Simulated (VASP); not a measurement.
# GaN (P6_3mc) in VASP: single point with r2SCAN

Aim: the single point of GaN with r2SCAN.

Program: VASP 6.6.1. These are calculated values, not measurements. Logs are shortened: lines on timing, memory, paths and dates and some standing lists are left out, and cuts for length are marked.

### Step 1. The cell of the first run

Symmetry: P6_3mc, No. 186, hexagonal system. Conventional cell: a = 2.917 Å, b = 2.917 Å, c = 6.174 Å, α = 90.00°, β = 90.00°, γ = 120.00°. Within 2.5 Å of Ga (site symmetry 3m) lie 4 N at 1.85 to 2.33 Å. Within 2.5 Å of N (site symmetry 3m) lie 4 Ga at 1.85 to 2.33 Å.

### Step 2. Single point, r2SCAN

POSCAR reads:

```
GaN
1.0
    2.9165468114      0.0000000000      0.0000000000
   -1.4582734057      2.5258036300      0.0000000000
    0.0000000000      0.0000000000      6.1743806693
Ga N
2 2
Direct
    0.3333333333      0.6666666667      0.9991101048
    0.6666666667      0.3333333333      0.4991101048
    0.3333333333      0.6666666667      0.3758898952
    0.6666666667      0.3333333333      0.8758898952
```

INCAR.step1 reads:

```
ALGO     = Normal         # electronic algorithm
EDIFF    = 1E-4           # SCF threshold, eV
ENCUT    = 520            # plane-wave cutoff, eV
GGA      = PE             # functional
ISMEAR   = 0              # smearing method
LASPH    = True           # aspherical terms in the spheres
LCHARG   = False          # write CHGCAR
LREAL    = False          # projectors in reciprocal space
LWAVE    = True           # write WAVECAR
NBANDS   = 26             # bands
NELM     = 60             # most SCF steps
PREC     = Accurate       # precision mode
SIGMA    = 0.05           # smearing width, eV
```

INCAR.step2 reads:

```
ALGO     = Normal         # electronic algorithm
EDIFF    = 1E-7           # SCF threshold, eV
ENCUT    = 520            # plane-wave cutoff, eV
ISIF     = 2              # what is computed and relaxed
ISMEAR   = 0              # smearing method
ISTART   = 1            
LASPH    = True           # aspherical terms in the spheres
LCHARG   = True           # write CHGCAR
LELF     = True           # ELF
LMIXTAU  = True         
LREAL    = False          # projectors in reciprocal space
LVHAR    = True         
LWAVE    = False          # write WAVECAR
METAGGA  = R2SCAN         # meta-GGA
NBANDS   = 26             # bands
NELM     = 60             # most SCF steps
PREC     = Accurate       # precision mode
SIGMA    = 0.05           # smearing width, eV
```

KPOINTS reads:

```
k-points
0
Gamma
  12 12 6
```

Potentials or basis: VASP PAW PBE potentials, release 64 (Ga_d, N).

Run with:

```bash
$ cat potpaw_PBE.64/Ga_d/POTCAR potpaw_PBE.64/N/POTCAR > POTCAR
$ cp INCAR.step1 INCAR
$ mpirun -np 1 vasp_std > vasp.out
$ cp INCAR.step2 INCAR
$ mpirun -np 1 vasp_std > vasp.out
```

OUTCAR:

```text
EDIFF = 1E-7
   ENCUT = 520
   ISIF = 2
   ISMEAR = 0
   ISTART = 1
   LASPH = True
   LREAL = False
   METAGGA = R2SCAN
   NELM = 60
   PREC = Accurate

 ion  position               nearest neighbor table
   1  0.333  0.667  0.999-   4 1.85   4 1.85   4 1.85   3 2.33
   2  0.667  0.333  0.499-   3 1.85   3 1.85   3 1.85   4 2.33
   3  0.333  0.667  0.376-   2 1.85   2 1.85   2 1.85   1 2.33
   4  0.667  0.333  0.876-   1 1.85   1 1.85   1 1.85   2 2.33

  LATTYP: Found a hexagonal cell.
 ALAT       =     2.9165468114
 C/A-ratio  =     2.1170175103

  Lattice vectors:

 A1 = (   2.9165468114,   0.0000000000,   0.0000000000)
 A2 = (  -1.4582734057,   2.5258036300,   0.0000000000)
 A3 = (   0.0000000000,   0.0000000000,   6.1743806693)

Analysis of symmetry for initial positions (statically):
=====================================================================
 Subroutine PRICEL returns:
 Original cell was already a primitive cell.

 Routine SETGRP: Setting up the symmetry group for a
 hexagonal supercell.

 Subroutine GETGRP returns: Found 12 space group operations
 (whereof  6 operations were pure point group operations)
 out of a pool of 24 trial point group operations.

The static configuration has the point symmetry C_3v.
 The point group associated with its full space group is C_6v.

Analysis of symmetry for dynamics (positions and initial velocities):
=====================================================================
 Subroutine PRICEL returns:
 Original cell was already a primitive cell.

 Routine SETGRP: Setting up the symmetry group for a
 hexagonal supercell.

 Subroutine GETGRP returns: Found 12 space group operations
 (whereof  6 operations were pure point group operations)
 out of a pool of 24 trial point group operations.

The dynamic configuration has the point symmetry C_3v.
 The point group associated with its full space group is C_6v.

 Subroutine INISYM returns: Found 12 space group operations
 (whereof  6 operations are pure point group operations),
 and found     1 'primitive' translations

----------------------------------------------------------------------------------------

                                     Primitive cell

  volume of cell :      45.4843

  direct lattice vectors                    reciprocal lattice vectors
     2.916546811  0.000000000  0.000000000     0.342871233  0.197956798  0.000000000
    -1.458273406  2.525803630  0.000000000     0.000000000  0.395913597  0.000000000
     0.000000000  0.000000000  6.174380669     0.000000000  0.000000000  0.161959564

  length of vectors
     2.916546811  2.916546811  6.174380669     0.395913597  0.395913597  0.161959564

  position of ions in fractional coordinates (direct lattice)
     0.333333333  0.666666667  0.999110105
     0.666666667  0.333333333  0.499110105
     0.333333333  0.666666667  0.375889895
     0.666666667  0.333333333  0.875889895

  ion indices of the primitive-cell ions
   primitive index   ion index
                 1           1
                 2           2
                 3           3
                 4           4

----------------------------------------------------------------------------------------

 KPOINTS: k-points

Automatic generation of k-mesh.
 Grid dimensions read from file:
 generate k-points for:   12   12    6

 Generating k-lattice:

  Cartesian coordinates                     Fractional coordinates (reciprocal lattice)
     0.028572603  0.016496400  0.000000000     0.083333333  0.000000000  0.000000000
     0.000000000  0.032992800  0.000000000     0.000000000  0.083333333  0.000000000
     0.000000000  0.000000000  0.026993261     0.000000000  0.000000000  0.166666667

  Length of vectors
     0.032992800  0.032992800  0.026993261

  Shift w.r.t. Gamma in fractional coordinates (k-lattice)
     0.000000000  0.000000000  0.000000000

 Subroutine IBZKPT returns following result:
 ===========================================

 Found     76 irreducible k-points:

 Following reciprocal coordinates:
            Coordinates               Weight
  0.000000  0.000000  0.000000      1.000000
  0.083333 -0.000000  0.000000      6.000000
  0.166667 -0.000000  0.000000      6.000000
  0.250000 -0.000000  0.000000      6.000000
  0.333333  0.000000  0.000000      6.000000
  0.416667 -0.000000  0.000000      6.000000
[... 16 lines left out ...]
  0.250000 -0.000000  0.166667     12.000000
  0.333333  0.000000  0.166667     12.000000
 [... further k-points ...]
   k-points           NKPTS =     76   k-points in BZ     NKDIM =     76   number of bands    NBANDS=     26
   number of dos      NEDOS =    301   number of ions     NIONS =      4
   total plane-waves  NPLWV =  27648
   dimension x,y,z NGX =    24 NGY =   24 NGZ =   48
   dimension x,y,z NGXF=    48 NGYF=   48 NGZF=   96
   ions per type =               2   2
   NGX,Y,Z   is equivalent  to a cutoff of  13.68, 13.68, 12.92 a.u.
   NGXF,Y,Z  is equivalent  to a cutoff of  27.36, 27.36, 25.85 a.u.
 SYSTEM =  unknown system
   PREC   = accura    normal or accurate (medium, high low for compatibility)
   ISTART =      1    job   : 0-new  1-cont  2-samecut
   ICHARG =      0    charge: 1-file 2-atom 10-const
   ISPIN  =      1    spin polarized calculation?
   LNONCOLLINEAR =      F non collinear calculations
   LSORBIT =      F    spin-orbit coupling
   LASPH  =      T    aspherical Exc in radial PAW
   ENCUT  =  520.0 eV  38.22 Ry    6.18 a.u.   5.42  5.42 11.48*2*pi/ulx,y,z
   NELM   =     60;   NELMIN=  2; NELMDL=  0     # of ELM steps
   EDIFF  = 0.1E-06   stopping-criterion for ELM
   LREAL  =      F    real-space projection
   EDIFFG = 0.1E-05   stopping-criterion for IOM
   NSW    =      0    number of steps for IOM
   IBRION =     -1    ionic relax: 0-MD 1-quasi-New 2-CG
   NFREE  =      0    steps in history (QN), initial steepest desc. (CG)
   ISIF   =      2    stress and relaxation
   ISYM   =      2    0-nonsym 1-usesym 2-fastsym
   POTIM  = 0.5000    time-step for ionic-motion
   TEBEG  =    0.0;   TEEND  =   0.0 temperature during run
   PSTRESS=    0.0 pullay stress
   NELECT =      36.0000    total number of electrons
   NUPDOWN=      -1.0000    fix difference up-down
   EMIN   =  10.00;   EMAX   =-10.00  energy-range for DOS
   EFERMI =   0.00;   METHOD = LEGACY
   ISMEAR =     0;   SIGMA  =   0.05  broadening in eV -4-tet -1-fermi 0-gaus
   EFERMI_NEDOS =   21; number of points for ismear=-14 and -15
   IALGO  =     38    algorithm
   IMIX   =      4    mixing-type and parameters
     AMIX     =   0.40;   BMIX     =  1.00
     AMIX_MAG =   1.60;   BMIX_MAG =  1.00
  volume/ion in A,a.u.               =      11.37        76.74
  Fermi-wavevector in a.u.,A,eV,Ry     =   1.514334  2.861676 31.200984  2.293208
  Thomas-Fermi vector in A             =   2.624005
   LORBIT       =      0    0 simple, 1 ext, 2 COOP (PROOUT), +10 PAW based schemes
   METAGGA = R2SCAN    functional components
   LHFCALC =     F    Hartree Fock is set to
   AEXX    =    0.0000 exact exchange contribution
   IVDW    =     0    specifies the selected vdW correction
   LEPSILON=     F    determine dielectric tensor
   LRPA    =     F    only Hartree local field effects (RPA)
 non-spin polarized calculation
 Gauss-broadening in eV      SIGMA  =   0.05
  energy-cutoff  :      520.00
  volume of cell :       45.48
 maximum number of plane-waves:      1259
 NGX is ok and might be reduce to    24
   NGX = 11   NGY = 11   NGZ = 23

 number of electron      36.0000002 magnetization

 Free energy of the ion-electron system (eV)
  ---------------------------------------------------
  ext. energy  EPLUGINS =         0.00000000
  ---------------------------------------------------
  free energy    TOTEN  =       -41.56165281 eV

  energy without entropy =      -41.56153675  energy(sigma->0) =      -41.56159478

 E-fermi :   5.6797     XC(G=0): -12.6289

 val. band max:        5.6602841884   @ k =   0.0000   0.0000   0.0000
 cond. band min:       6.1659297267   @ k =   0.0833  -0.0000   0.0000
 fundamental gap:      0.5056455383
 Fermi energy:         5.6797339182

 k-point     1 :       0.0000    0.0000    0.0000
  band No.  band energies     occupation
      1     -12.0684      2.00000
      2     -11.4646      2.00000
      3      -8.9370      2.00000
      4      -8.9370      2.00000
      5      -8.9146      2.00000
      6      -8.9146      2.00000
[... 18 lines left out ...]
     25      19.4522      0.00000
     26      19.4522      0.00000

 k-point     2 :       0.0833   -0.0000    0.0000
  band No.  band energies     occupation
      1     -11.9807      2.00000
      2     -11.4084      2.00000
      3      -8.9306      2.00000
      4      -8.9174      2.00000
      5      -8.9048      2.00000
      6      -8.8933      2.00000
[... 18 lines left out ...]
     25      18.5871      0.00000
     26      19.5448      0.00000

 k-point     3 :       0.1667   -0.0000    0.0000
  band No.  band energies     occupation
      1     -11.7444      2.00000
      2     -11.2650      2.00000
      3      -8.8962      2.00000
      4      -8.8675      2.00000
      5      -8.8623      2.00000
      6      -8.8370      2.00000
[... 18 lines left out ...]
     25      18.6393      0.00000
     26      19.0525      0.00000

 k-point     4 :       0.2500   -0.0000    0.0000
  band No.  band energies     occupation
      1     -11.4404      2.00000
      2     -11.0985      2.00000
      3      -8.8471      2.00000
      4      -8.8121      2.00000
      5      -8.7781      2.00000
      6      -8.7683      2.00000
[... 18 lines left out ...]
     25      18.3024      0.00000
     26      18.7470      0.00000
[... 496 lines left out ...]
      1     -11.7109      2.00000
      2     -11.2949      2.00000
      3      -8.8938      2.00000
      4      -8.8655      2.00000
      5      -8.8650      2.00000
      6      -8.8391      2.00000
[... 18 lines left out ...]
     25      18.7024      0.00000
     26      19.5008      0.00000

 k-point    23 :       0.2500   -0.0000    0.1667
  band No.  band energies     occupation
      1     -11.4154      2.00000
      2     -11.1189      2.00000
      3      -8.8440      2.00000
      4      -8.8092      2.00000
      5      -8.7865      2.00000
      6      -8.7713      2.00000
[... 18 lines left out ...]
     25      18.4170      0.00000
     26      19.0881      0.00000

 k-point    24 :       0.3333    0.0000    0.1667
  band No.  band energies     occupation
      1     -11.1650      2.00000
      2     -10.9822      2.00000
      3      -8.8312      2.00000
      4      -8.7734      2.00000
      5      -8.7586      2.00000
      6      -8.7208      2.00000
[... 18 lines left out ...]
     25      17.9742      0.00000
     26      19.7410      0.00000

 [... further k-points ...]
[... 5 lines left out ...]
  --------------------------------------------------------------------------------------
  -------------------------------------------------------------------------------------
  Total       13.1595567     13.1595567    -10.6720481      0.0000000     -0.0000000      0.0000000
  in kB      463.5428697    463.5428697   -375.9208544      0.0000000     -0.0000000      0.0000000
  external PRESSURE =     183.7216283 kB  Pullay stress =       0.0000000 kB

 VOLUME and BASIS-vectors are now :
 -----------------------------------------------------------------------------
  energy-cutoff  :      520.00
  volume of cell :       45.48
      direct lattice vectors                 reciprocal lattice vectors
     2.916546811  0.000000000  0.000000000     0.342871233  0.197956798  0.000000000
    -1.458273406  2.525803630  0.000000000     0.000000000  0.395913597  0.000000000
     0.000000000  0.000000000  6.174380669     0.000000000  0.000000000  0.161959564

 POSITION                                       TOTAL-FORCE (eV/Angst)
 -----------------------------------------------------------------------------------
     -0.00000      1.68387      6.16889         0.000000     -0.000000      0.591784
      1.45827      0.84193      3.08170        -0.000000      0.000000      0.591784
     -0.00000      1.68387      2.32089         0.000000     -0.000000     -0.591784
      1.45827      0.84193      5.40808         0.000000     -0.000000     -0.591784
 -----------------------------------------------------------------------------------
    total drift:                                0.000001      0.000003      0.019898

  FREE ENERGIE OF THE ION-ELECTRON SYSTEM (eV)
  ---------------------------------------------------
  free  energy   TOTEN  =       -41.5616528133 eV

  energy  without entropy=      -41.5615367502  energy(sigma->0) =      -41.56159478
```

Wall time 3.7 min (1 thread of Intel Xeon 6975P-C (Granite Rapids), shared host); peak memory 0.22 GiB.

What came out:

```yaml
Free_energy: -41.5617 eV
Pressure: 18.4 GPa
Largest_force: 0.592 eV/Å
Band_gap_on_the_k_mesh: zero (filled and empty bands touch)
```

Forces in eV/Å, atoms in the order of the input:
```
Ga   0.000  0.000  0.592
Ga   0.000  0.000  0.592
N    0.000  0.000 -0.592
N    0.000  0.000 -0.592
```

Caveat: the PAW data sets were made with another functional, which shifts forces and pressure a little.
